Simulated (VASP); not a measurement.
The system is AgCl.

```
Ag Cl
1.0
     3.39559    0.00000    0.00000
     0.00000    3.39559    0.00000
     0.00000    0.00000    3.48591
Ag Cl
1 1
Direct
  0.00000 0.00000 0.00000
  0.50000 0.50000 0.50000
```

This cell differs from its parent crystal: uniaxial z strain +2.7%.

Base run:

```yaml
Program: VASP 6.6.1
Functional: PBE
Potentials_or_basis: VASP PAW PBE potentials, release 64 (Ag, Cl)
Cutoff: 520 eV
k_mesh: 8 × 8 × 8
Occupations: fermi-dirac, width 0.02 eV
Spin: no spin polarisation
```

Its results: band gap on the k mesh 0.55 eV (least direct gap 2.01 eV); pressure 0.1 GPa.

Problem. The run is repeated on the same cell with these changes: functional from PBE to r2SCAN; occupations from fermi-dirac, width 0.02 eV to gaussian, width 0.01 eV. What comes out?

Solution. Band gap on the k mesh 1.14 eV (least direct gap 2.66 eV); pressure -1.5 GPa.

Caveats: the PAW data sets were made with another functional, which shifts forces and pressure a little (at least some runs).

A k mesh can miss the band edges.
